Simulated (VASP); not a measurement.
# Fe in VASP: single point with PBE

Aim: the single point of Fe with PBE.

Everything below comes from runs of VASP 6.6.1. Logs are shortened: lines on timing, memory, paths and dates and some standing lists are left out, and cuts for length are marked.

**1. The cell of the first run**

The typed cell holds 6 atoms: a = 4.698 Å, b = 3.985 Å, c = 4.004 Å, α = 90.00°, β = 115.24°, γ = 90.00°.

**2. Single point, PBE, collinear spin, ferromagnetic start**

INCAR

```
  PREC = Accurate
  ENCUT = 520
  EDIFF = 1E-6
  ISMEAR = 0
  SIGMA = 0.1
  LREAL = False
  LASPH = True
  NELM = 150
  ALGO = Normal
  ISIF = 2
  LWAVE = False
  LCHARG = True
  ISPIN = 2
  MAGMOM = 2.78 2.78 2.55 2.55 2.55 2.55
  LORBIT = 11
  LMAXMIX = 4
  GGA = PE
  LELF = True
  LVHAR = True
  NBANDS = 37
```

KPOINTS

```
Automatic mesh
0
Gamma
  4 4 4
```

POSCAR

```
Fe
1.0
    4.6929206751      0.0000000000      0.2273153493
    0.0000000000      3.9848236469      0.0000000000
   -1.8802535755      0.0000000000      3.5349600998
Fe
6
Direct
    0.0000000000      0.0000000000      0.0000000000
    0.0000000000      0.5000000000      0.5000000000
    0.3333324282      0.5000154698      0.1666652123
    0.6666675718      1.0000154698      0.3333347877
    0.6666675718      0.4999845302      0.8333347877
    0.3333324282     -0.0000154698      0.6666652123
```

Potentials or basis: VASP PAW PBE potentials, release 64 (Fe).

Run with:

```bash
$ cat potpaw_PBE.64/Fe/POTCAR > POTCAR
$ mpirun -np 1 vasp_std > vasp.out
```

OUTCAR:

```text
PREC = Accurate
   ENCUT = 520
   EDIFF = 1E-6
   ISMEAR = 0
   LREAL = False
   LASPH = True
   NELM = 150
   ISIF = 2
   ISPIN = 2
   LORBIT = 11
   GGA = PE

 ion  position               nearest neighbor table
   1  0.000  0.000  0.000-   3 2.44   5 2.44   3 2.44   5 2.44   4 2.45   6 2.45   4 2.45   6 2.45
                             2 2.82   2 2.82   2 2.82   2 2.82   4 2.83   6 2.83
   2  0.000  0.500  0.500-   4 2.44   6 2.44   4 2.44   6 2.44   5 2.45   3 2.45   5 2.45   3 2.45
                             1 2.82   1 2.82   1 2.82   1 2.82   5 2.83   3 2.83
   3  0.333  0.500  0.167-   1 2.44   4 2.44   4 2.44   1 2.44   2 2.45   5 2.45   5 2.45   2 2.45
                             6 2.82   6 2.82   6 2.82   6 2.82   5 2.83   2 2.83
   4  0.667  0.000  0.333-   2 2.44   3 2.44   3 2.44   2 2.44   1 2.45   6 2.45   6 2.45   1 2.45
                             5 2.82   5 2.82   5 2.82   5 2.82   6 2.83   1 2.83
   5  0.667  0.500  0.833-   1 2.44   6 2.44   6 2.44   1 2.44   2 2.45   3 2.45   3 2.45   2 2.45
                             4 2.82   4 2.82   4 2.82   4 2.82   3 2.83   2 2.83
   6  0.333  1.000  0.667-   2 2.44   5 2.44   5 2.44   2 2.44   1 2.45   4 2.45   4 2.45   1 2.45
                             3 2.82   3 2.82   3 2.82   3 2.82   4 2.83   1 2.83

  LATTYP: Found a simple monoclinic cell.
 ALAT       =     4.0039101408
 B/A-ratio  =     0.9952330364
 C/A-ratio  =     1.1732096926
 COS(beta)  =    -0.4259323381

  Lattice vectors:

 A1 = (  -1.8802535755,   0.0000000000,   3.5349600998)
 A2 = (   0.0000000000,   3.9848236469,   0.0000000000)
 A3 = (  -2.8126670996,   0.0000000000,  -3.7622754491)

Analysis of symmetry for initial positions (statically):
=====================================================================
 Subroutine PRICEL returns:
 Original cell was already a primitive cell.

 Routine SETGRP: Setting up the symmetry group for a
 simple monoclinic supercell.

 Subroutine GETGRP returns: Found  4 space group operations
 (whereof  2 operations were pure point group operations)
 out of a pool of  4 trial point group operations.

The static configuration has the point symmetry S_2 .
 The point group associated with its full space group is C_2h.

Analysis of symmetry for dynamics (positions and initial velocities):
=====================================================================
 Subroutine PRICEL returns:
 Original cell was already a primitive cell.

 Routine SETGRP: Setting up the symmetry group for a
 simple monoclinic supercell.

 Subroutine GETGRP returns: Found  4 space group operations
 (whereof  2 operations were pure point group operations)
 out of a pool of  4 trial point group operations.

The dynamic configuration has the point symmetry S_2 .
 The point group associated with its full space group is C_2h.

Analysis of structural, dynamic, and magnetic symmetry:
=====================================================================
 Subroutine PRICEL returns:
 Original cell was already a primitive cell.

 Routine SETGRP: Setting up the symmetry group for a
[... 161 lines left out ...]

  energy without entropy =      -49.46130209  energy(sigma->0) =      -49.47538303

 E-fermi :   5.8723     XC(G=0): -13.1460

 val. band max:        5.8637393038   @ k =   0.2500   0.2500   0.0000
 cond. band min:       5.8861627727   @ k =  -0.2500   0.0000   0.2500
 fundamental gap:      0.0224234689
 Fermi energy:         5.8722949899

 spin component 1

 k-point     1 :       0.0000    0.0000    0.0000
  band No.  band energies     occupation
      1      -2.5748      1.00000
      2       0.9435      1.00000
      3       1.6469      1.00000
      4       1.6472      1.00000
      5       1.9355      1.00000
      6       1.9358      1.00000
[... 925 lines left out ...]
     35      12.0649      0.00000
     36      12.0649      0.00000

 [... further k-points ...]

 spin component 2

 k-point     1 :       0.0000    0.0000    0.0000
  band No.  band energies     occupation
      1      -2.4293      1.00000
      2       2.2020      1.00000
      3       3.0105      1.00000
      4       3.0107      1.00000
      5       3.4814      1.00000
      6       3.4816      1.00000
[... 925 lines left out ...]
     35      13.0900      0.00000
     36      13.0900      0.00000

 [... further k-points ...]

 [bands above 36 left out]

------------------------ aborting loop because EDIFF is reached ----------------------------------------

  FORCE on cell =-STRESS in cart. coord.  units (eV):
  Direction    XX          YY          ZZ          XY          YZ          ZX
  --------------------------------------------------------------------------------------
  -------------------------------------------------------------------------------------
  Total        0.0064050     -0.0440859     -0.0273469      0.0000000      0.0000000      0.0509689
  in kB        0.1513359     -1.0416593     -0.6461509      0.0000000      0.0000000      1.2042916
  external PRESSURE =      -0.5121581 kB  Pullay stress =       0.0000000 kB

 VOLUME and BASIS-vectors are now :
 -----------------------------------------------------------------------------
  energy-cutoff  :      520.00
  volume of cell :       67.81
      direct lattice vectors                 reciprocal lattice vectors
     4.692920675  0.000000000  0.227315349     0.207734787  0.000000000  0.110494621
     0.000000000  3.984823647  0.000000000     0.000000000  0.250952135  0.000000000
    -1.880253576  0.000000000  3.534960100    -0.013358370  0.000000000  0.275783276

 POSITION                                       TOTAL-FORCE (eV/Angst)
 -----------------------------------------------------------------------------------
      0.00000      0.00000      0.00000         0.000000      0.000000      0.000000
     -0.94013      1.99241      1.76748        -0.000000      0.000000      0.000000
      1.25093      1.99247      0.66493         0.000178     -0.000634      0.000149
      2.50186      0.00006      1.32987        -0.000178     -0.000634     -0.000149
      1.56174      1.99235      3.09735        -0.000178      0.000634     -0.000149
      0.31080      3.98476      2.43241         0.000178      0.000634      0.000149
 -----------------------------------------------------------------------------------
    total drift:                               -0.000000      0.000000      0.000000

  FREE ENERGIE OF THE ION-ELECTRON SYSTEM (eV)
  ---------------------------------------------------
  free  energy   TOTEN  =       -49.4894639598 eV

  energy  without entropy=      -49.4613020945  energy(sigma->0) =      -49.47538303

 total charge

# of ion       s       p       d       tot
------------------------------------------
    1        0.489   0.542   6.249   7.280
    2        0.489   0.542   6.249   7.280
    3        0.489   0.542   6.249   7.280
    4        0.489   0.542   6.249   7.280
    5        0.489   0.542   6.249   7.280
    6        0.489   0.542   6.249   7.280
--------------------------------------------------
tot          2.932   3.253  37.493  43.679

 magnetization (x)

# of ion       s       p       d       tot
------------------------------------------
    1       -0.014  -0.061   2.211   2.136
    2       -0.014  -0.061   2.211   2.136
    3       -0.014  -0.061   2.211   2.136
    4       -0.014  -0.061   2.211   2.136
    5       -0.014  -0.061   2.211   2.136
    6       -0.014  -0.061   2.211   2.136
--------------------------------------------------
tot         -0.084  -0.364  13.264  12.816
```

OSZICAR:

```text
N       E                     dE             d eps       ncg     rms          rms(c)
DAV:   1     0.381848290633E+03    0.38185E+03   -0.20445E+04  4512   0.170E+03
DAV:   2    -0.248020891480E+02   -0.40665E+03   -0.38628E+03  4450   0.355E+02
DAV:   3    -0.543186583301E+02   -0.29517E+02   -0.25305E+02  4687   0.130E+02
DAV:   4    -0.553098357253E+02   -0.99118E+00   -0.95748E+00  4705   0.265E+01
DAV:   5    -0.553195931553E+02   -0.97574E-02   -0.97531E-02  4833   0.227E+00    0.280E+01
DAV:   6    -0.498912513850E+02    0.54283E+01   -0.53690E+01  4571   0.831E+01    0.127E+01
DAV:   7    -0.495784058710E+02    0.31285E+00   -0.36419E+00  4803   0.238E+01    0.836E+00
DAV:   8    -0.498663379429E+02   -0.28793E+00   -0.11808E+00  5633   0.232E+01    0.889E+00
DAV:   9    -0.495298633594E+02    0.33647E+00   -0.67264E-01  5734   0.202E+01    0.322E+00
DAV:  10    -0.494903562090E+02    0.39507E-01   -0.65025E-02  6075   0.373E+00    0.740E-01
DAV:  11    -0.494895298658E+02    0.82634E-03   -0.82691E-03  4651   0.107E+00    0.280E-01
DAV:  12    -0.494894460357E+02    0.83830E-04   -0.10582E-03  5517   0.572E-01    0.866E-02
DAV:  13    -0.494894649333E+02   -0.18898E-04   -0.13357E-04  4830   0.144E-01    0.489E-02
DAV:  14    -0.494894630328E+02    0.19004E-05   -0.10403E-05  4779   0.482E-02    0.135E-02
DAV:  15    -0.494894639598E+02   -0.92696E-06   -0.24099E-06  3114   0.316E-02
   1 F= -.49489464E+02 E0= -.49475383E+02  d E =-.281619E-01  mag=    12.8179
```

Run time: 59 s. Hardware: 1 thread of Intel Xeon 6975P-C (Granite Rapids), shared host; peak memory 0.26 GiB.

Results:

| Property | Result |
| --- | --- |
| Free energy | -49.4895 eV |
| Pressure | -0.1 GPa |
| Net moment | 12.82 μB per cell |
| Site moments | Fe +2.14 μB |
| Valence electrons inside the program's atomic spheres | Fe 7.28 |

Levels at points of the mesh, in eV from the Fermi level:
Spin up:
```csv
k point,band 29,band 30,band 31,band 32,band 33,band 34
"(0.00, 0.00, 0.00)",-0.47,-0.47,0.46,0.60,2.90,2.90
"(0.50, 0.00, 0.00)",0.13,0.15,0.20,0.41,0.51,5.59
"(0.00, 0.50, 0.00)",-0.46,-0.46,-0.46,-0.46,5.39,5.39
"(0.50, 0.50, 0.00)",0.27,0.27,0.70,0.70,0.70,0.70
"(0.00, 0.00, 0.50)",-0.41,-0.41,-0.14,-0.14,2.35,2.35
"(0.50, 0.00, 0.50)",-0.41,-0.41,-0.14,-0.14,2.35,2.35
"(0.00, 0.50, 0.50)",0.41,0.41,0.41,0.41,0.43,0.43
"(0.50, 0.50, 0.50)",0.41,0.41,0.41,0.41,0.43,0.43
```
Spin down:
| k point | band 14 | band 15 | band 16 | band 17 | band 18 | band 19 | band 20 | band 21 | band 22 | band 23 |
| --- | --- | --- | --- | --- | --- | --- | --- | --- | --- | --- |
| (0.00, 0.00, 0.00) | -0.47 | -0.41 | -0.39 | 0.68 | 0.71 | 0.71 | 0.74 | 0.74 | 1.50 | 1.58 |
| (0.50, 0.00, 0.00) | -0.41 | -0.35 | -0.35 | 0.23 | 0.23 | 0.40 | 0.40 | 0.60 | 1.54 | 1.82 |
| (0.00, 0.50, 0.00) | -1.41 | -1.08 | -1.08 | -0.70 | -0.70 | 0.90 | 0.90 | 1.30 | 1.30 | 1.43 |
| (0.50, 0.50, 0.00) | -1.47 | -1.47 | -1.47 | -0.13 | -0.13 | 0.69 | 0.69 | 1.52 | 1.52 | 1.52 |
| (0.00, 0.00, 0.50) | -1.26 | -1.13 | -1.13 | -0.96 | -0.96 | 1.32 | 1.32 | 1.34 | 1.34 | 1.49 |
| (0.50, 0.00, 0.50) | -1.26 | -1.13 | -1.13 | -0.96 | -0.96 | 1.32 | 1.32 | 1.34 | 1.34 | 1.49 |
| (0.00, 0.50, 0.50) | -0.72 | -0.72 | -0.72 | 0.58 | 0.58 | 0.58 | 0.58 | 0.61 | 0.61 | 1.49 |
| (0.50, 0.50, 0.50) | -0.72 | -0.72 | -0.72 | 0.58 | 0.58 | 0.58 | 0.58 | 0.61 | 0.61 | 1.49 |

Caveat: the k points lie up to 0.43 Å⁻¹ apart.
